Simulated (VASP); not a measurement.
# AlNi3 (R-3m) in VASP: further runs, part 2 of 2

VASP 6.6.1. Earlier steps stand in the parts before.

## (3) Single point, PBEsol (11.66 Å³/atom)

Contents of INCAR:

```
SYSTEM = AlNi3
PREC = Accurate ; ENCUT = 520
EDIFF = 1E-6 ; ISMEAR = 0
SIGMA = 0.15 ; LREAL = .FALSE.
LASPH = .TRUE. ; NELM = 80
ALGO = Fast ; ISIF = 2
LWAVE = .FALSE. ; LCHARG = .FALSE.
GGA = PS ; NBANDS = 24
```

Contents of KPOINTS:

```
regular mesh
0
G
  14 14 14
  0 0 0
```

Contents of POSCAR:

```
AlNi3
1.0
    0.0698061664      2.8921579066      2.8921579066
    2.8921579066      0.0698061664      2.8921579066
    2.8921579066      2.8921579066      0.0698061664
Al Ni
1 3
Direct
    0.5000000000      0.5000000000      0.5000000000
    0.2500000000      0.2500000000      0.2500000000
    0.0000000000      0.0000000000      0.0000000000
    0.7500000000      0.7500000000      0.7500000000
```

Potentials or basis: VASP PAW PBE potentials, release 64 (Al, Ni).

Command:

```bash
$ cat potpaw_PBE.64/Al/POTCAR potpaw_PBE.64/Ni/POTCAR > POTCAR
$ mpirun -np 1 vasp_std > vasp.out
```

OUTCAR:

```text
SYSTEM = AlNi3
   PREC = Accurate
   ENCUT = 520
   EDIFF = 1E-6
   ISMEAR = 0
   LREAL = .FALSE.
   LASPH = .TRUE.
   NELM = 80
   ISIF = 2
   GGA = PS

 ion  position               nearest neighbor table
   1  0.500  0.500  0.500-   2 2.45   4 2.45   2 2.45   2 2.45   4 2.45   4 2.45   4 2.53   2 2.53
                             3 2.86   3 2.86   3 2.86   3 2.86   3 2.86   3 2.86
   2  0.250  0.250  0.250-   3 2.45   1 2.45   3 2.45   3 2.45   1 2.45   1 2.45   3 2.53   1 2.53
                             4 2.86   4 2.86   4 2.86   4 2.86   4 2.86   4 2.86
   3  0.000  0.000  0.000-   4 2.45   2 2.45   4 2.45   4 2.45   2 2.45   2 2.45   4 2.53   2 2.53
                             1 2.86   1 2.86   1 2.86   1 2.86   1 2.86   1 2.86
   4  0.750  0.750  0.750-   1 2.45   3 2.45   1 2.45   1 2.45   3 2.45   3 2.45   3 2.53   1 2.53
                             2 2.86   2 2.86   2 2.86   2 2.86   2 2.86   2 2.86

  LATTYP: Found a trigonal (rhomboedric) cell.
 ALAT       =     4.0907245830
 COS(alpha) =     0.5239837337

  Lattice vectors:

 A1 = (   0.0698061664,   2.8921579066,   2.8921579066)
 A2 = (   2.8921579066,   0.0698061664,   2.8921579066)
 A3 = (   2.8921579066,   2.8921579066,   0.0698061664)

Analysis of symmetry for initial positions (statically):
=====================================================================
 Subroutine PRICEL returns:
 Original cell was already a primitive cell.

 Routine SETGRP: Setting up the symmetry group for a
 trigonal (rhombohedral) supercell.

 Subroutine GETGRP returns: Found 12 space group operations
 (whereof 12 operations were pure point group operations)
 out of a pool of 12 trial point group operations.

The static configuration has the point symmetry D_3d.

Analysis of symmetry for dynamics (positions and initial velocities):
=====================================================================
 Subroutine PRICEL returns:
 Original cell was already a primitive cell.

 Routine SETGRP: Setting up the symmetry group for a
 trigonal (rhombohedral) supercell.

 Subroutine GETGRP returns: Found 12 space group operations
 (whereof 12 operations were pure point group operations)
[... 129 lines left out ...]
  Thomas-Fermi vector in A             =   2.575508
   LORBIT       =      0    0 simple, 1 ext, 2 COOP (PROOUT), +10 PAW based schemes
   GGA     = PS    functional components
   LHFCALC =     F    Hartree Fock is set to
   AEXX    =    0.0000 exact exchange contribution
   IVDW    =     0    specifies the selected vdW correction
   LEPSILON=     F    determine dielectric tensor
   LRPA    =     F    only Hartree local field effects (RPA)
 non-spin polarized calculation
 RMM-DIIS sequential band-by-band and
 Gauss-broadening in eV      SIGMA  =   0.15
  energy-cutoff  :      520.00
  volume of cell :       46.63
 maximum number of plane-waves:      1282
   NGX = 15   NGY = 15   NGZ = 15

 number of electron      32.9999995 magnetization

 Free energy of the ion-electron system (eV)
  ---------------------------------------------------
  ext. energy  EPLUGINS =         0.00000000
  ---------------------------------------------------
  free energy    TOTEN  =       -23.95779217 eV

  energy without entropy =      -23.92395970  energy(sigma->0) =      -23.94087593

 E-fermi :   9.0098     XC(G=0): -12.6487

 val. band max:        9.0050243480   @ k =  -0.3571   0.5000   0.0714
 cond. band min:       9.0102300463   @ k =  -0.4286   0.2143   0.2143
 fundamental gap:      0.0052056983
 Fermi energy:         9.0097758052

 k-point     1 :       0.0000    0.0000    0.0000
  band No.  band energies     occupation
      1      -0.7863      2.00000
      2       5.7072      2.00000
      3       5.7072      2.00000
      4       5.7363      2.00000
      5       5.8133      2.00000
      6       5.8133      2.00000
[... 637 lines left out ...]
     23      16.4668      0.00000
     24      18.2929      0.00000

 [... further k-points ...]

------------------------ aborting loop because EDIFF is reached ----------------------------------------

  FORCE on cell =-STRESS in cart. coord.  units (eV):
  Direction    XX          YY          ZZ          XY          YZ          ZX
  --------------------------------------------------------------------------------------
  -------------------------------------------------------------------------------------
  Total       -3.0164380     -3.0164380     -3.0164380     -0.8144710     -0.8144710     -0.8144710
  in kB     -103.6384586   -103.6384586   -103.6384586    -27.9835091    -27.9835091    -27.9835091
  external PRESSURE =    -103.6384586 kB  Pullay stress =       0.0000000 kB

 VOLUME and BASIS-vectors are now :
 -----------------------------------------------------------------------------
  energy-cutoff  :      520.00
  volume of cell :       46.63
      direct lattice vectors                 reciprocal lattice vectors
     0.069806166  2.892157907  2.892157907    -0.179269696  0.175044753  0.175044753
     2.892157907  0.069806166  2.892157907     0.175044753 -0.179269696  0.175044753
     2.892157907  2.892157907  0.069806166     0.175044753  0.175044753 -0.179269696

 POSITION                                       TOTAL-FORCE (eV/Angst)
 -----------------------------------------------------------------------------------
      2.92706      2.92706      2.92706         0.000000      0.000000      0.000000
      1.46353      1.46353      1.46353        -0.017604     -0.017604     -0.017604
      0.00000      0.00000      0.00000         0.000000      0.000000      0.000000
      4.39059      4.39059      4.39059         0.017604      0.017604      0.017604
 -----------------------------------------------------------------------------------
    total drift:                                0.000000     -0.000000      0.000000

  FREE ENERGIE OF THE ION-ELECTRON SYSTEM (eV)
  ---------------------------------------------------
  free  energy   TOTEN  =       -23.9577921687 eV

  energy  without entropy=      -23.9239596996  energy(sigma->0) =      -23.94087593
```

OSZICAR:

```text
N       E                     dE             d eps       ncg     rms          rms(c)
DAV:   1     0.184540979563E+03    0.18454E+03   -0.14225E+04 13968   0.173E+03
DAV:   2    -0.190990998700E+02   -0.20364E+03   -0.19198E+03 13848   0.318E+02
DAV:   3    -0.277836428371E+02   -0.86845E+01   -0.82668E+01 16824   0.904E+01
DAV:   4    -0.279142651156E+02   -0.13062E+00   -0.13054E+00 16944   0.960E+00
DAV:   5    -0.279185767425E+02   -0.43116E-02   -0.43115E-02 17448   0.161E+00    0.186E+01
RMM:   6    -0.281933059666E+02   -0.27473E+00   -0.43669E+01 15053   0.771E+01    0.196E+01
RMM:   7    -0.240843711867E+02    0.41089E+01   -0.12348E+01 13959   0.434E+01    0.488E+00
RMM:   8    -0.243852503547E+02   -0.30088E+00   -0.70276E-01 14803   0.906E+00    0.750E+00
RMM:   9    -0.239767186980E+02    0.40853E+00   -0.27504E-01 14710   0.615E+00    0.891E-01
RMM:  10    -0.239602744326E+02    0.16444E-01   -0.39088E-02 14547   0.155E+00    0.579E-01
RMM:  11    -0.239576553354E+02    0.26191E-02   -0.10312E-02 16387   0.106E+00    0.167E-01
RMM:  12    -0.239579690559E+02   -0.31372E-03   -0.24996E-03 16344   0.494E-01    0.185E-01
RMM:  13    -0.239577637008E+02    0.20536E-03   -0.96671E-04 16451   0.300E-01    0.341E-02
RMM:  14    -0.239577871181E+02   -0.23417E-04   -0.30380E-04 18525   0.115E-01    0.140E-02
RMM:  15    -0.239577914749E+02   -0.43568E-05   -0.54819E-05 18980   0.473E-02    0.699E-03
RMM:  16    -0.239577921687E+02   -0.69381E-06   -0.70793E-06 13041   0.182E-02
   1 F= -.23957792E+02 E0= -.23940876E+02  d E =-.338325E-01
```

stdout:

```text
POSCAR found type information on POSCAR AlNi
 POSCAR found :  2 types and       4 ions
 scaLAPACK will be used
 -----------------------------------------------------------------------------
|                                                                             |
|                                                                             |
|     You enforced a specific xc type in the INCAR file but a different       |
|     I HOPE YOU KNOW WHAT YOU ARE DOING!                                     |
|                                                                             |
 -----------------------------------------------------------------------------

 LDA part: xc-table for (Slater+PW92), standard interpolation
 POSCAR, INCAR and KPOINTS ok, starting setup
 FFT: planning ... GRIDC
 FFT: planning ... GRID_SOFT
 FFT: planning ... GRID
 WAVECAR not read
 entering main loop
```

It took 2.7 min on 1 thread of Intel Xeon 6975P-C (Granite Rapids), shared host; peak memory 0.37 GiB.

Results:

```yaml
Free_energy: -23.9578 eV
Pressure: -10.4 GPa
Largest_force: 0.030 eV/Å
Band_gap_on_the_k_mesh: zero (an odd number of electrons rules out a gap without spin polarisation)
```

Forces on the atoms (eV/Å):
```
Al   0.000  0.000  0.000
Ni  -0.018 -0.018 -0.018
Ni   0.000  0.000  0.000
Ni   0.018  0.018  0.018
```

Levels at points of the mesh, in eV from the Fermi level:
| k point | band 12 | band 13 | band 14 | band 15 | band 16 | band 17 | band 18 | band 19 | band 20 | band 21 |
| --- | --- | --- | --- | --- | --- | --- | --- | --- | --- | --- |
| (0.00, 0.00, 0.00) | -0.82 | -0.52 | -0.52 | -0.47 | -0.47 | 4.87 | 5.40 | 5.44 | 5.44 | 5.73 |
| (0.50, 0.00, 0.00) | -1.58 | -0.65 | -0.57 | -0.45 | -0.42 | -0.14 | 4.05 | 4.18 | 4.43 | 4.53 |
| (0.50, 0.50, 0.00) | -0.98 | -0.92 | -0.69 | -0.55 | -0.38 | -0.31 | -0.31 | -0.05 | 3.90 | 4.43 |
| (0.50, 0.50, 0.50) | -1.56 | -0.55 | -0.55 | -0.45 | -0.45 | -0.15 | 4.40 | 4.40 | 4.73 | 4.73 |

Caveat: the cell stands under tension; the PAW data sets were made with another functional, which shifts forces and pressure a little. Spin polarisation is off, so any magnetic state and its effect on volume and gap are missing.

## (4) Single point, PBEsol (11.31 Å³/atom)

This run uses another cell than the first one, of 11.31 Å³/atom.

Contents of INCAR:

```
PREC     = Accurate       # precision mode
ENCUT    = 520            # plane-wave cutoff, eV
EDIFF    = 1E-6           # SCF threshold, eV
ISMEAR   = 0              # smearing method
SIGMA    = 0.15           # smearing width, eV
LREAL    = F              # projectors in reciprocal space
LASPH    = T              # aspherical terms in the spheres
NELM     = 100            # most SCF steps
ALGO     = Fast           # electronic algorithm
ISIF     = 2              # what is computed and relaxed
LWAVE    = F              # write WAVECAR
LCHARG   = F              # write CHGCAR
GGA      = PS             # functional
NBANDS   = 24             # bands
```

Contents of KPOINTS:

```
Automatic mesh
0
Gamma
  14 14 14
```

Contents of POSCAR:

```
AlNi3
1.0
    0.0690984388      2.8628358565      2.8628358565
    2.8628358565      0.0690984388      2.8628358565
    2.8628358565      2.8628358565      0.0690984388
Al Ni
1 3
Direct
    0.5000000000      0.5000000000      0.5000000000
    0.2500000000      0.2500000000      0.2500000000
    0.0000000000      0.0000000000      0.0000000000
    0.7500000000      0.7500000000      0.7500000000
```

Potentials or basis: VASP PAW PBE potentials, release 64 (Al, Ni).

Command:

```bash
$ cat potpaw_PBE.64/Al/POTCAR potpaw_PBE.64/Ni/POTCAR > POTCAR
$ mpirun -np 1 vasp_std > vasp.out
```

OUTCAR:

```text
PREC = Accurate
   ENCUT = 520
   EDIFF = 1E-6
   ISMEAR = 0
   LREAL = F
   LASPH = T
   NELM = 100
   ISIF = 2
   GGA = PS

 ion  position               nearest neighbor table
   1  0.500  0.500  0.500-   2 2.43   2 2.43   4 2.43   4 2.43   2 2.43   4 2.43   4 2.51   2 2.51
                             3 2.83   3 2.83   3 2.83   3 2.83   3 2.83   3 2.83
   2  0.250  0.250  0.250-   3 2.43   3 2.43   1 2.43   1 2.43   3 2.43   1 2.43   3 2.51   1 2.51
                             4 2.83   4 2.83   4 2.83   4 2.83   4 2.83   4 2.83
[... 856 lines left out ...]
  -------------------------------------------------------------------------------------
  Total       -1.5390731     -1.5390731     -1.5390731     -0.8772249     -0.8772249     -0.8772249
  in kB      -54.5208299    -54.5208299    -54.5208299    -31.0752143    -31.0752143    -31.0752143
  external PRESSURE =     -54.5208299 kB  Pullay stress =       0.0000000 kB

 VOLUME and BASIS-vectors are now :
 -----------------------------------------------------------------------------
  energy-cutoff  :      520.00
  volume of cell :       45.23
      direct lattice vectors                 reciprocal lattice vectors
     0.069098439  2.862835856  2.862835856    -0.181105831  0.176837615  0.176837615
     2.862835856  0.069098439  2.862835856     0.176837615 -0.181105831  0.176837615
     2.862835856  2.862835856  0.069098439     0.176837615  0.176837615 -0.181105831

 POSITION                                       TOTAL-FORCE (eV/Angst)
 -----------------------------------------------------------------------------------
      2.89739      2.89739      2.89739         0.000000      0.000000     -0.000000
      1.44869      1.44869      1.44869        -0.019835     -0.019835     -0.019835
      0.00000      0.00000      0.00000        -0.000000      0.000000      0.000000
      4.34608      4.34608      4.34608         0.019835      0.019835      0.019835
 -----------------------------------------------------------------------------------
    total drift:                                0.000000     -0.000000      0.000000

  FREE ENERGIE OF THE ION-ELECTRON SYSTEM (eV)
  ---------------------------------------------------
  free  energy   TOTEN  =       -24.0275118804 eV

  energy  without entropy=      -23.9951328102  energy(sigma->0) =      -24.01132235
```

Run time: 7 min. Hardware: 1 thread of Intel Xeon Platinum 8375C at 2.90GHz (Ice Lake), shared host; peak memory 0.37 GiB.

What came out:

| Property | Result |
| --- | --- |
| Free energy | -24.0275 eV |
| Pressure | -5.5 GPa |
| Largest force | 0.034 eV/Å |
| Band gap on the k mesh | zero (an odd number of electrons rules out a gap without spin polarisation) |

Forces in eV/Å, atoms in the order of the input:
```
Al   0.000  0.000  0.000
Ni  -0.020 -0.020 -0.020
Ni   0.000  0.000  0.000
Ni   0.020  0.020  0.020
```

Stress tensor (GPa, compression positive):
```
-5.45 -3.11 -3.11
-3.11 -5.45 -3.11
-3.11 -3.11 -5.45
```

Caveat: the cell stands under tension; the PAW data sets were made with another functional, which shifts forces and pressure a little. Spin polarisation is off, so any magnetic state and its effect on volume and gap are missing.

## (5) Single point, PBEsol (11.31 Å³/atom)

This run uses another cell than the first one, of 11.31 Å³/atom.

Contents of INCAR:

```
PREC = Accurate ; ENCUT = 520
EDIFF = 1E-6 ; ISMEAR = 0
SIGMA = 0.15 ; LREAL = False
LASPH = True ; NELM = 100
ALGO = Fast ; ISIF = 2
LWAVE = False ; LCHARG = False
GGA = PS ; NBANDS = 24
```

KPOINTS is that of step 4.

Contents of POSCAR:

```
AlNi3
1.0
   -0.0681237737      2.7942196579      2.7942196579
    2.7942196579     -0.0681237737      2.7942196579
    2.7942196579      2.7942196579     -0.0681237737
Al Ni
1 3
Direct
    0.5000000000      0.5000000000      0.5000000000
    0.2500000000      0.2500000000      0.2500000000
    0.0000000000      0.0000000000      0.0000000000
    0.7500000000      0.7500000000      0.7500000000
```

Command:

```bash
$ cat potpaw_PBE.64/Al/POTCAR potpaw_PBE.64/Ni/POTCAR > POTCAR
$ mpirun -np 1 vasp_std > vasp.out
```

Wall time 6.6 min (1 thread of Intel Xeon Platinum 8375C at 2.90GHz (Ice Lake), shared host); peak memory 0.37 GiB.

Results (log left out):

| Property | Result |
| --- | --- |
| Free energy | -24.0245 eV |
| Pressure | -5.4 GPa |
| Largest force | 0.042 eV/Å |
| Band gap on the k mesh | zero (an odd number of electrons rules out a gap without spin polarisation) |

Forces on the atoms (eV/Å):
```
Al   0.000  0.000  0.000
Ni   0.024  0.024  0.024
Ni   0.000  0.000  0.000
Ni  -0.024 -0.024 -0.024
```

Stress tensor (GPa, compression positive):
```
-5.42  3.57  3.57
 3.57 -5.42  3.57
 3.57  3.57 -5.42
```

Levels at points of the mesh, in eV from the Fermi level:
```
           k point  band 13  band 14  band 15  band 16  band 17  band 18  band 19  band 20
(0.00, 0.00, 0.00)    -0.54    -0.54    -0.49    -0.49     5.20     5.20     5.57     5.70
(0.50, 0.00, 0.00)    -0.64    -0.56    -0.49    -0.44    -0.15     4.29     4.34     4.71
(0.50, 0.50, 0.00)    -0.97    -0.72    -0.57    -0.39    -0.35    -0.30    -0.04     4.04
(0.50, 0.50, 0.50)    -0.68    -0.68    -0.44    -0.44    -0.14     4.06     4.06     4.50
```

Caveat: the cell stands under tension; the PAW data sets were made with another functional, which shifts forces and pressure a little. Spin polarisation is off, so any magnetic state and its effect on volume and gap are missing.

## (6) The runs side by side

| cell | gap on the mesh (eV) | pressure (GPa) | largest force (eV/Å) |
| --- | --- | --- | --- |
| a = 3.993 Å, angles 61.6°, 4 atoms | none | -10.3 | 0.04 |
| a = 4.091 Å, angles 58.4°, 4 atoms | none | -10.4 | 0.03 |
| a = 4.049 Å, angles 58.4°, 4 atoms | none | -5.5 | 0.03 |
| a = 3.952 Å, angles 61.6°, 4 atoms | none | -5.4 | 0.04 |

Alike in all rows: task single point; level PBEsol; potentials or basis VASP PAW PBE potentials, release 64 (Al, Ni); no spin polarisation; k mesh 14 × 14 × 14; cutoff (eV) 520; smearing gaussian 0.15 eV.

Caveats: the cell stands under tension; the PAW data sets were made with another functional, which shifts forces and pressure a little.

Absolute energies hang on the potentials; compare differences alone.
